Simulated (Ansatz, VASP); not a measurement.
**BaTiO3: VASP beside Ansatz**

```
CELL_PARAMETERS angstrom
3.98545 0.00000 0.00000
0.00000 3.98545 0.00000
0.00000 0.00000 4.26349
ATOMIC_POSITIONS crystal
Ba 0.50000 0.50000 0.59571
Ti 0.00000 0.00000 0.11183
O 0.00000 0.50000 0.05883
O 0.50000 0.00000 0.05883
O 0.00000 0.00000 0.53480
```

Change from the starting cell: strain along c alone, the other axes held, atoms relaxed: +1.5 %.

Alike in both runs: functional PBE; k mesh 8 × 8 × 6; occupations gaussian, width 0.02 eV; no spin polarisation.

Ansatz relaxed the structure, and its values are those at the end. VASP's run is a single point on that final structure, the one shown.

|  | VASP | Ansatz |
| --- | --- | --- |
| version | VASP 6.6.1 | Ansatz 0.2.0 |
| potentials or method | VASP PAW PBE potentials, release 64 (Ba_sv, Ti_sv, O_h), cutoff 1340 eV | scalar-relativistic, plane waves, PAW |
| valence electrons in the cell | 40 | 40 |

Ansatz gave:

```
gap on the k mesh at the Fermi level (eV) : 1.84
least direct gap on the mesh (eV)         : 2.43
pressure (GPa)                            : -1.1
rms of the force components (eV/Å)        : 0.000
```

**Question.** Estimate VASP's values.

**Answer.** gap on the k mesh at the Fermi level (eV): 1.79; least direct gap on the mesh (eV): 2.40; pressure (GPa): 0.3; rms of the force components (eV/Å): 0.024.

Ansatz's warnings: stress scf threshold loose.

Spin-orbit coupling is off throughout.
